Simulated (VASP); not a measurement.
Crystal: PtS2.

```
Pt S
1.0
     3.54320    0.00000    0.00000
    -1.77160    3.06850    0.00000
     0.00000    0.00000    5.03880
Pt S
1 2
Cartesian
  0.0000 0.0000 0.0000
  0.0000 2.0457 1.1438
  1.7716 1.0228 3.8950
```

* Program: VASP 6.6.1
* Task: relaxation of cell and atoms
* Functional: PBE
* Potentials or basis: VASP PAW PBE potentials, release 64 (Pt, S)
* Cutoff: 600 eV
* k mesh: 9 × 9 × 6
* Occupations: fermi-dirac, width 0.05 eV
* Spin: no spin polarisation

At the start: pressure 11.1 GPa; volume 18.26 Å³/atom.

Question: How do energy, volume and symmetry change on relaxing?

Answer: Over 20 steps the energy falls by 62.8 meV/atom and the volume is 23.13 Å³/atom (+26.7 %); space group P-3m1 (No. 164, to 0.1 Å) before and after.

The path:
```
step  energy change (eV)  largest force (eV/Å)  pressure (GPa)  volume (Å³)
   1              0.0000                1.2131           11.13        54.78
   2              0.2407                1.3973          -12.59        65.47
   3             -0.1406                0.0194           -0.42        58.46
   4             -0.1408                0.0557           -0.07        58.33
   5             -0.1408                0.0758            0.11        58.25
   6             -0.1481                0.0028            0.19        58.34
   7             -0.1527                0.1625            0.35        58.49
   8             -0.1529                0.1401            0.32        58.47
   9             -0.1558                0.1540            0.11        58.88
  10             -0.1628                0.1910           -0.49        60.11
  11             -0.1707                0.2513           -1.49        62.59
  12             -0.1717                0.2383           -1.40        62.65
  13             -0.1745                0.1989           -1.10        62.82
  14             -0.1787                0.1172           -0.46        63.17
  15             -0.1819                0.0595            0.86        63.84
  16             -0.1828                0.0655            0.85        64.27
  17             -0.1849                0.0896            0.87        65.56
  18             -0.1858                0.1591            1.10        68.12
  19             -0.1880                0.0408           -0.44        69.88
  20             -0.1884                0.0143           -0.04        69.39
```

Final structure:
```
Pt S
1.0
     3.57657    0.00000    0.00000
    -1.78828    3.09740    0.00000
     0.00000    0.00000    6.26401
Pt S
1 2
Direct
  0.00000 0.00000 0.00000
  0.33333 0.66667 0.19526
  0.66667 0.33333 0.80474
```

Caveat: the volume moved by over 15 % at a fixed basis, so the end points are rough; this functional lacks dispersion, which binds the layers, so the pressure and a relaxed spacing across them are unreliable.
